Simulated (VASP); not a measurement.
## ZnF2: single point with PBE

Crystal: ZnF2.

```
Zn F
1.0
     4.75218    0.00000    0.00000
     0.00000    4.75218    0.00000
     0.00000    0.00000    3.16583
Zn F
2 4
Direct
  0.00000 0.00000 0.00000
  0.50000 0.50000 0.50000
  0.30350 0.30350 0.00000
  0.19650 0.80350 0.50000
  0.69650 0.69650 0.00000
  0.80350 0.19650 0.50000
```

```
Program                : VASP 6.6.1
Task                   : single point
Functional             : PBE
Potentials or basis    : VASP PAW PBE potentials, release 64 (Zn, F)
Cutoff                 : 600 eV
k mesh                 : 4 × 4 × 6
Occupations            : methfessel-paxton, width 0.15 eV
Spin                   : no spin polarisation
Dipole correction      : no
Further INCAR settings : ALGO = Normal; EDIFF = 1e-06; NBANDS = 35
```

The pressure is 2.8 GPa and the largest force is 0.006 eV/Å. The band gap on the k mesh is 3.46 eV, direct.

Forces in eV/Å, atoms in the order of the input:
```
Zn   0.000  0.000  0.000
Zn   0.000  0.000  0.000
F   -0.004 -0.004  0.000
F    0.004 -0.004  0.000
F    0.004  0.004  0.000
F   -0.004  0.004  0.000
```

Stress tensor (GPa, compression positive):
```
2.75 0.00 0.00
0.00 2.75 0.00
0.00 0.00 2.97
```

Levels at points of the mesh, in eV from the valence-band top:
| k point | band 22 | band 23 | band 24 | band 25 | band 26 | band 27 | band 28 | band 29 | band 30 | band 31 |
| --- | --- | --- | --- | --- | --- | --- | --- | --- | --- | --- |
| (0.00, 0.00, 0.00) | -1.37 | -1.03 | -0.31 | -0.31 | 0.00 | 3.46 | 9.16 | 9.65 | 9.65 | 13.45 |
| (0.50, 0.00, 0.00) | -1.46 | -0.60 | -0.60 | -0.38 | -0.38 | 6.02 | 6.02 | 10.53 | 10.53 | 12.86 |
| (0.50, 0.50, 0.00) | -1.55 | -1.14 | -1.14 | -0.32 | -0.32 | 6.90 | 6.90 | 9.17 | 9.17 | 14.39 |
| (0.00, 0.00, 0.50) | -1.26 | -1.26 | -1.26 | -1.19 | -1.19 | 8.12 | 8.12 | 11.82 | 11.82 | 13.09 |
| (0.50, 0.00, 0.50) | -1.61 | -1.22 | -1.22 | -0.04 | -0.04 | 8.60 | 8.60 | 10.30 | 10.30 | 13.78 |
| (0.50, 0.50, 0.50) | -1.34 | -1.19 | -1.19 | -0.76 | -0.76 | 7.95 | 7.95 | 11.50 | 11.50 | 12.18 |

Wall time 68 s on 1 thread of AMD EPYC 7R43 64-Core Processor (Zen 3) (shared host), peak memory 0.19 GiB.
